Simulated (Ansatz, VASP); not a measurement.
CuO in VASP and in Ansatz

INCAR

```
  ALGO = Normal
  EDIFF = 1E-6
  ENCUT = 520
  ISIF = 2
  ISMEAR = -1
  LASPH = True
  LCHARG = False
  LREAL = False
  LWAVE = False
  NBANDS = 16
  NELM = 100
  PREC = Accurate
  SIGMA = 0.08
```

Contents of KPOINTS:

```
k-points
0
Gamma
  12 12 12
```

The input POSCAR:

```
CuO
1.0
    2.6368332336      0.0000000000      0.0000000000
    0.0000000000      2.6368332336      0.0000000000
    0.0000000000      0.0000000000      2.6368332336
Cu O
1 1
Direct
    0.0000000000      0.0000000000      0.0000000000
    0.5000000000      0.5000000000      0.5000000000
```

Input for Ansatz:

```yaml
crystal:
  lattice:
    - [2.6368332336, 0.0, 0.0]
    - [0.0, 2.6368332336, 0.0]
    - [0.0, 0.0, 2.6368332336]
  atoms:
    - { symbol: Cu, position: [0.0, 0.0, 0.0] }
    - { symbol: O, position: [0.5, 0.5, 0.5] }
kpoints:
  mp_grid: { grid: [12, 12, 12] }
  band_path:
    path:
      - [0.0, 0.0, 0.0]
      - [0.0, 0.5, 0.0]
      - [0.5, 0.5, 0.0]
      - [0.0, 0.0, 0.0]
      - [0.5, 0.5, 0.5]
      - [0.0, 0.5, 0.0]
      - [0.5, 0.5, 0.5]
      - [0.5, 0.5, 0.0]
    npoints: 5
scf:
  occupations: { method: fermi_dirac, width: 0.08 }
hamiltonian:
  xc: lda
  pseudopotentials: { kind: all_electron, lapw: { basis_error: 0.00025 } }
output:
  forces: true
  stress: true
  eigenvalues: true
```

Alike in both runs: task single point; functional LDA; k mesh 12 × 12 × 12; occupations fermi-dirac, width 0.08 eV; no spin polarisation.

|  | VASP | Ansatz |
| --- | --- | --- |
| version | VASP 6.6.1 | Ansatz 0.2.0 |
| potentials or method | VASP PAW LDA potentials, release 64 (Cu, O), cutoff 520 eV | all-electron LAPW, scalar-relativistic |

VASP gave:

| Quantity | Value |
| --- | --- |
| pressure (GPa) | -16.2 |

**Question.** What did Ansatz give for the same quantities?

**Answer.** Pressure (GPa): -16.7.

LDA's correlation is that of Perdew and Zunger in VASP and of Perdew and Wang (1992) in Ansatz. Ansatz ran all-electron here, and VASP with PAW potentials.
